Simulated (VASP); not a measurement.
# Fe (Im-3m) in VASP: a series of runs, part 2 of 2

VASP 6.6.1. Earlier steps stand in the parts before.

## Step 5: Single point, PBE, collinear spin, ferromagnetic start

This run uses another cell than the first one, of 11.92 Å³/atom, 1.050 times its volume.

The input, INCAR:

```
SYSTEM = Fe
PREC     = Accurate       ! precision mode
ENCUT    = 600            ! plane-wave cutoff, eV
EDIFF    = 1E-6           ! SCF threshold, eV
ISMEAR   = 0              ! smearing method
SIGMA    = 0.1            ! smearing width, eV
LREAL    = .FALSE.        ! projectors in reciprocal space
LASPH    = .TRUE.         ! aspherical terms in the spheres
NELM     = 200            ! most SCF steps
ALGO     = Normal         ! electronic algorithm
ISIF     = 2              ! what is computed and relaxed
LWAVE    = .FALSE.        ! write WAVECAR
LCHARG   = .TRUE.         ! write CHGCAR
ISPIN    = 2              ! spin polarisation
MAGMOM   = 4              ! initial moments
LORBIT   = 11             ! projections on sites
LMAXMIX  = 4              ! l up to which the mixer works
GGA      = PE             ! functional
LELF     = .TRUE.         ! ELF
LVHAR    = .TRUE.       
NBANDS   = 14             ! bands
GGA_COMPAT= .FALSE.
```

The input, KPOINTS:

```
regular mesh
0
G
  8 8 8
  0 0 0
```

The input, POSCAR:

```
Fe
1.0
   -1.4390000000      1.4390000000      1.4390000000
    1.4390000000     -1.4390000000      1.4390000000
    1.4390000000      1.4390000000     -1.4390000000
Fe
1
Direct
    0.0000000000      0.0000000000      0.0000000000
```

Potentials or basis: VASP PAW PBE potentials, release 64 (Fe).

Started as:

```bash
cat potpaw_PBE.64/Fe/POTCAR > POTCAR
mpirun -np 1 vasp_std > vasp.out
```

OUTCAR:

```text
SYSTEM = Fe
   PREC = Accurate
   ENCUT = 600
   EDIFF = 1E-6
   ISMEAR = 0
   LREAL = .FALSE.
   LASPH = .TRUE.
   NELM = 200
   ISIF = 2
   ISPIN = 2
   LORBIT = 11
   GGA = PE

 ion  position               nearest neighbor table
   1  0.000  0.000  0.000-

  LATTYP: Found a body centered cubic cell.
 ALAT       =     2.8780000000

  Lattice vectors:

 A1 = (  -1.4390000000,   1.4390000000,   1.4390000000)
 A2 = (   1.4390000000,  -1.4390000000,   1.4390000000)
 A3 = (   1.4390000000,   1.4390000000,  -1.4390000000)

Analysis of symmetry for initial positions (statically):
=====================================================================
 Subroutine PRICEL returns:
 Original cell was already a primitive cell.

 Routine SETGRP: Setting up the symmetry group for a
 body centered cubic supercell.

 Subroutine GETGRP returns: Found 48 space group operations
 (whereof 48 operations were pure point group operations)
 out of a pool of 48 trial point group operations.

The static configuration has the point symmetry O_h .

Analysis of symmetry for dynamics (positions and initial velocities):
=====================================================================
 Subroutine PRICEL returns:
 Original cell was already a primitive cell.

 Routine SETGRP: Setting up the symmetry group for a
 body centered cubic supercell.

 Subroutine GETGRP returns: Found 48 space group operations
 (whereof 48 operations were pure point group operations)
 out of a pool of 48 trial point group operations.

The dynamic configuration has the point symmetry O_h .

Analysis of structural, dynamic, and magnetic symmetry:
=====================================================================
 Subroutine PRICEL returns:
 Original cell was already a primitive cell.

 Routine SETGRP: Setting up the symmetry group for a
 body centered cubic supercell.

 Subroutine GETGRP returns: Found 48 space group operations
 (whereof 48 operations were pure point group operations)
 out of a pool of 48 trial point group operations.

The overall configuration has the point symmetry O_h .

 Subroutine INISYM returns: Found 48 space group operations
[... 154 lines left out ...]
      1      -2.8029      1.00000
      2       3.0672      1.00000
      3       3.0672      1.00000
      4       3.0672      1.00000
      5       4.2414      1.00000
      6       4.2414      1.00000
      7      29.9103      0.00000
      8      29.9103      0.00000
      9      29.9103      0.00000
     10      34.7034      0.00000
     11      34.7034      0.00000
     12      36.6949      0.00000
     13      36.6949      0.00000
     14      36.6949      0.00000
[... 379 lines left out ...]
      3       3.5017      1.00000
      4       3.9024      1.00000
      5       4.9659      1.00000
      6       7.5059      0.00000
      7      16.6817      0.00000
      8      19.5417      0.00000
      9      22.2886      0.00000
     10      25.6265      0.00000
     11      34.9262      0.00000
     12      36.9649      0.00000
     13      39.7548      0.00000
     14      44.4992      0.00000

 [... further k-points ...]

 spin component 2

 k-point     1 :       0.0000    0.0000    0.0000
  band No.  band energies     occupation
      1      -2.6551      1.00000
      2       5.2000      0.92208
      3       5.2001      0.92188
      4       5.2001      0.92187
      5       7.0784      0.00000
      6       7.0785      0.00000
      7      29.6044      0.00000
      8      29.6044      0.00000
      9      29.6044      0.00000
     10      34.8210      0.00000
     11      34.8210      0.00000
     12      37.4151      0.00000
     13      37.4151      0.00000
     14      37.4151      0.00000
[... 379 lines left out ...]
      3       5.5671      0.00008
      4       6.0799      0.00000
      5       7.3322      0.00000
      6       9.1230      0.00000
      7      17.5157      0.00000
      8      20.1645      0.00000
      9      22.8968      0.00000
     10      26.0966      0.00000
     11      35.6554      0.00000
     12      37.4201      0.00000
     13      40.1989      0.00000
     14      44.9122      0.00000

 [... further k-points ...]
[... 5 lines left out ...]
  --------------------------------------------------------------------------------------
  -------------------------------------------------------------------------------------
  Total       -0.4654702     -0.4654702     -0.4654702     -0.0000000      0.0000000     -0.0000000
  in kB      -62.5691242    -62.5691242    -62.5691242     -0.0000000      0.0000000     -0.0000000
  external PRESSURE =     -62.5691242 kB  Pullay stress =       0.0000000 kB

 VOLUME and BASIS-vectors are now :
 -----------------------------------------------------------------------------
  energy-cutoff  :      600.00
  volume of cell :       11.92
      direct lattice vectors                 reciprocal lattice vectors
    -1.439000000  1.439000000  1.439000000     0.000000000  0.347463516  0.347463516
     1.439000000 -1.439000000  1.439000000     0.347463516  0.000000000  0.347463516
     1.439000000  1.439000000 -1.439000000     0.347463516  0.347463516  0.000000000

 POSITION                                       TOTAL-FORCE (eV/Angst)
 -----------------------------------------------------------------------------------
      0.00000      0.00000      0.00000        -0.000000      0.000000     -0.000000
 -----------------------------------------------------------------------------------
    total drift:                                0.000000     -0.000000      0.000000

  FREE ENERGIE OF THE ION-ELECTRON SYSTEM (eV)
  ---------------------------------------------------
  free  energy   TOTEN  =        -8.2226466959 eV

  energy  without entropy=       -8.2187142270  energy(sigma->0) =       -8.22068046

 total charge

# of ion       s       p       d       tot
------------------------------------------
    1        0.466   0.502   6.204   7.172

 magnetization (x)

# of ion       s       p       d       tot
------------------------------------------
    1       -0.015  -0.062   2.444   2.366
```

OSZICAR:

```text
N       E                     dE             d eps       ncg     rms          rms(c)
DAV:   1     0.271764612994E+02    0.27176E+02   -0.44539E+03  1718   0.867E+02
DAV:   2    -0.752617157643E+01   -0.34703E+02   -0.31208E+02  1744   0.140E+02
DAV:   3    -0.872632315473E+01   -0.12002E+01   -0.11955E+01  1986   0.270E+01
DAV:   4    -0.873022102574E+01   -0.38979E-02   -0.38976E-02  1900   0.140E+00
DAV:   5    -0.873023890900E+01   -0.17883E-04   -0.17883E-04  1986   0.976E-02    0.118E+01
DAV:   6    -0.829579691446E+01    0.43444E+00   -0.93554E+00  2026   0.353E+01    0.542E+00
DAV:   7    -0.823464882653E+01    0.61148E-01   -0.53147E-01  1972   0.813E+00    0.326E+00
DAV:   8    -0.822938758639E+01    0.52612E-02   -0.54762E-03  1914   0.471E-01    0.138E+00
DAV:   9    -0.822240650199E+01    0.69811E-02   -0.73930E-03  2168   0.456E-01    0.231E-01
DAV:  10    -0.822262397958E+01   -0.21748E-03   -0.68033E-04  1852   0.209E-01    0.432E-02
DAV:  11    -0.822264336933E+01   -0.19390E-04   -0.65422E-05  2112   0.709E-02    0.423E-02
DAV:  12    -0.822264495302E+01   -0.15837E-05   -0.20997E-06  1526   0.147E-02    0.259E-02
DAV:  13    -0.822264678601E+01   -0.18330E-05   -0.50579E-06  1650   0.140E-02    0.338E-03
DAV:  14    -0.822264669593E+01    0.90074E-07   -0.24537E-07   944   0.468E-03
   1 F= -.82226467E+01 E0= -.82206805E+01  d E =-.393247E-02  mag=     2.3554
```

stdout:

```text
POSCAR found type information on POSCAR Fe
 POSCAR found :  1 types and       1 ions
 scaLAPACK will be used
 LDA part: xc-table for (Slater+PW92), standard interpolation
 POSCAR, INCAR and KPOINTS ok, starting setup
 FFT: planning ... GRIDC
 FFT: planning ... GRID_SOFT
 FFT: planning ... GRID
 WAVECAR not read
 entering main loop
```

Wall time 7.1 s (1 thread of AMD EPYC 9R45 (Zen 5), shared host); peak memory 0.1 GiB.

Results:

```yaml
Free_energy: -8.2226 eV
Pressure: -6.3 GPa
Net_moment: 2.36 μB per cell
Site_moments: Fe +2.37 μB
Valence_electrons_inside_the_program's_atomic_spheres: Fe 7.17
```

Caveat: the k points lie up to 0.39 Å⁻¹ apart.

## Step 6: Overview

```tsv
cell	k mesh	cutoff (eV)	smearing	gap on the mesh (eV)	pressure (GPa)	moment (μB)
a = 2.452 Å, angles 109.5°, 1 atom	10 × 10 × 10	520	gaussian 0.15 eV	none	-0.8	2.14
a = 2.452 Å, angles 109.5°, 1 atom	12 × 12 × 12	520	gaussian 0.15 eV	none	0.2	2.20
a = 2.452 Å, angles 109.5°, 1 atom	20 × 20 × 20	520	gaussian 0.1 eV	none	-0.1	2.19
a = 2.492 Å, angles 109.5°, 1 atom	8 × 8 × 8	600	gaussian 0.1 eV	none	-6.3	2.36
```

Alike in all rows: task single point; level PBE; potentials or basis VASP PAW PBE potentials, release 64 (Fe); spin collinear, ferromagnetic start.

Caveats: some runs use coarse meshes.

Total energies depend on the potentials used, so only differences within one code and one set of settings carry meaning.
